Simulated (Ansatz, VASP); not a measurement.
**One calculation of Sr2CdAgC6N6, two programs**

```xyz
16
Lattice="0.0000 5.2910 5.2910 5.2910 0.0000 5.2910 5.2910 5.2910 0.0000" Properties=species:S:1:pos:R:3 pbc="T T T"
Sr    2.6455    2.6455    2.6455
Sr    7.9365    7.9365    7.9365
Cd    0.0000    0.0000    0.0000
Ag    5.2910    5.2910    5.2910
C     2.0010    5.2910    5.2910
C     5.2910    2.0010    5.2910
C     5.2910    5.2910    2.0010
C     8.5810    5.2910    5.2910
C     5.2910    8.5810    5.2910
C     5.2910    5.2910    8.5810
N     3.1710    5.2910    5.2910
N     5.2910    3.1710    5.2910
N     5.2910    5.2910    3.1710
N     7.4110    5.2910    5.2910
N     5.2910    7.4110    5.2910
N     5.2910    5.2910    7.4110
```

Alike in both runs: task single point; functional PBE; k mesh 4 × 4 × 4; occupations gaussian, width 0.1 eV; no spin polarisation.

|  | VASP | Ansatz |
| --- | --- | --- |
| version | VASP 6.6.1 | Ansatz 0.2.0 |
| potentials or method | VASP PAW PBE potentials, release 64 (Sr_sv, Cd, Ag, C, N), cutoff 520 eV | scalar-relativistic, plane waves, PAW |
| valence electrons in the cell | 97 | 113 |

VASP gave:

| Quantity | Value |
| --- | --- |
| gap on the k mesh at the Fermi level (eV) | none |
| pressure (GPa) | 19.7 |
| rms of the force components (eV/Å) | 1.613 |

Problem. Which values does Ansatz return?

Solution. gap on the k mesh at the Fermi level (eV): none; pressure (GPa): 19.1; rms of the force components (eV/Å): 1.737.

Atom by atom the forces differ by 0.165 eV/Å (rms over components). A gap of «none» marks a metal or a gap that the smearing closes. The functional is the same, so the differences come from potentials, cutoffs and numerics. VASP's potentials hold 97 valence electrons a cell and Ansatz's 113, so a difference there can come from the potentials and not from the codes.

Noted on VASP's run: the standard files for N, O and F lose accuracy on very short bonds.
